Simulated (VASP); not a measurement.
A run of VASP 6.6.1 is set up as follows.

Contents of POSCAR:

```
SiO2
1.0
   -2.5969068771      2.5969068771      3.4735393501
    2.5969068771     -2.5969068771      3.4735393501
    2.5969068771      2.5969068771     -3.4735393501
Si O
2 4
Direct
    0.0000000000      0.0000000000      0.0000000000
    0.7500000000      0.2500000000      0.5000000000
    0.9731664718      0.6250000000      0.8481664718
    0.3750000000      0.2231664718      0.3481664718
    0.7768335282      0.1250000000      0.1518335282
    0.8750000000      0.0268335282      0.6518335282
```

File INCAR.step1:

```
ALGO = Normal
EDIFF = 1E-4
ENCUT = 520
GGA = PE
ISMEAR = 0
LASPH = T
LCHARG = F
LREAL = F
LWAVE = T
NBANDS = 25
NELM = 100
PREC = Accurate
SIGMA = 0.05
```

Contents of INCAR.step2:

```
ALGO = Normal
EDIFF = 1E-6
ENCUT = 520
ISIF = 2
ISMEAR = 0
ISTART = 1
LASPH = T
LCHARG = F
LMIXTAU = T
LREAL = F
LWAVE = F
METAGGA = R2SCAN
NBANDS = 25
NELM = 100
PREC = Accurate
SIGMA = 0.05
```

The input KPOINTS:

```
k-points
0
Gamma
  6 6 6
```

Potentials or basis: VASP PAW PBE potentials, release 64 (Si, O).

The run is started by

```sh
$ cat potpaw_PBE.64/Si/POTCAR potpaw_PBE.64/O/POTCAR > POTCAR
$ cp INCAR.step1 INCAR
$ mpirun -np 1 vasp_std > vasp.out
$ cp INCAR.step2 INCAR
$ mpirun -np 1 vasp_std > vasp.out
```

Question: What does it give for the pressure?

Answer: -7.8 GPa.

Question: What does it give for the band gap on the k mesh?

Answer: 6.25 eV, direct.

Question: What does it give for the largest force?

Answer: 0.629 eV/Å.

Stress tensor (GPa, compression positive):
```
-9.80  0.00  0.00
 0.00 -9.80  0.00
 0.00  0.00 -3.83
```

Caveat: the cell differs from its parent crystal (strain +0.050 along x and y, -0.050 along z); the PAW data sets were made with another functional, which shifts forces and pressure a little. A k mesh can miss the band edges.
